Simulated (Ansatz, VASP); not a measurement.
Two plane-wave programs on BAs

```
CELL_PARAMETERS angstrom
0.00000 2.45933 2.26258
2.45933 0.00000 2.26258
2.45933 2.45933 0.00000
ATOMIC_POSITIONS crystal
B 0.00000 0.00000 0.00000
As 0.75000 0.75000 0.75000
```

Alike in both runs: task single point; functional r2SCAN; k mesh 12 × 12 × 12; occupations gaussian, width 0.05 eV; no spin polarisation.

|  | VASP | Ansatz |
| --- | --- | --- |
| version | VASP 6.6.1 | Ansatz 0.2.0 |
| potentials or method | VASP PAW PBE potentials, release 64 (B, As), cutoff 520 eV | scalar-relativistic, plane waves, PAW |
| valence electrons in the cell | 8 | 18 |

```csv
,VASP,Ansatz,Ansatz less VASP
gap on the k mesh at the Fermi level (eV),0.12,0.12,0.000
least direct gap on the mesh (eV),2.57,2.57,-0.004
pressure (GPa),0.2,0.0,-0.24
"traceless stress, the component that is largest in VASP (GPa)",10.84,10.86,+0.019
```

VASP's potentials were made for PBE, not for r2SCAN. VASP's potentials hold 8 valence electrons a cell and Ansatz's 18, so a difference there can come from the potentials and not from the codes.
